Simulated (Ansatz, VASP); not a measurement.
## Ru: VASP beside Ansatz

INCAR

```
SYSTEM = Ru
ALGO = Fast ; EDIFF = 1E-6
ENCUT = 520 ; GGA = PS
ISIF = 2 ; ISMEAR = 0
LASPH = .TRUE. ; LCHARG = .TRUE.
LELF = .TRUE. ; LREAL = .FALSE.
LVHAR = .TRUE. ; LWAVE = .FALSE.
NBANDS = 21 ; NELM = 80
PREC = Accurate ; SIGMA = 0.15
```

Contents of KPOINTS:

```
k-points
0
G
  21 21 12
  0 0 0
```

Contents of POSCAR:

```
Ru
1.0
    2.7039477111      0.0000000000      0.0000000000
   -1.3519738555      2.3416874084      0.0000000000
    0.0000000000      0.0000000000      4.2749295119
Ru
2
Direct
    0.3333333333      0.6666666667      0.2500000000
    0.6666666667      0.3333333333      0.7500000000
```

Input for Ansatz:

```yaml
crystal:
  lattice:
    - [2.7039477111, 0.0, 0.0]
    - [-1.3519738555, 2.3416874084, 0.0]
    - [0.0, 0.0, 4.2749295119]
  atoms:
    - { symbol: Ru, position: [0.3333333333, 0.6666666667, 0.25] }
    - { symbol: Ru, position: [0.6666666667, 0.3333333333, 0.75] }
basis:
  ecutwfc: 420
kpoints:
  mp_grid: { grid: [21, 21, 12] }
hamiltonian:
  xc: pbesol
  pseudopotentials: { kind: paw, azcp: { folder: soft_1 } }
scf:
  occupations: { method: gaussian, width: 0.15 }
output:
  forces: true
  stress: true
  eigenvalues: true
```

Alike in both runs: task single point; functional PBEsol; k mesh 21 × 21 × 12; occupations gaussian, width 0.15 eV; no spin polarisation.

|  | VASP | Ansatz |
| --- | --- | --- |
| version | VASP 6.6.1 | Ansatz 0.2.0 |
| potentials or method | VASP PAW PBE potentials, release 64 (Ru_pv), cutoff 520 eV | scalar-relativistic, plane waves, PAW |
| valence electrons in the cell | 28 | 32 |

```tsv
	VASP	Ansatz	Ansatz less VASP
gap on the k mesh at the Fermi level (eV)	none	none	-
pressure (GPa)	-5.4	-5.3	+0.10
traceless stress, the component that is largest in VASP (GPa)	-0.71	-0.72	-0.005
```

VASP's potentials were made for PBE, not for PBEsol, and Ansatz warns of the same on its side. A gap of «none» marks a metal or a gap that the smearing closes. VASP's potentials hold 28 valence electrons a cell and Ansatz's 32, so a difference there can come from the potentials and not from the codes.
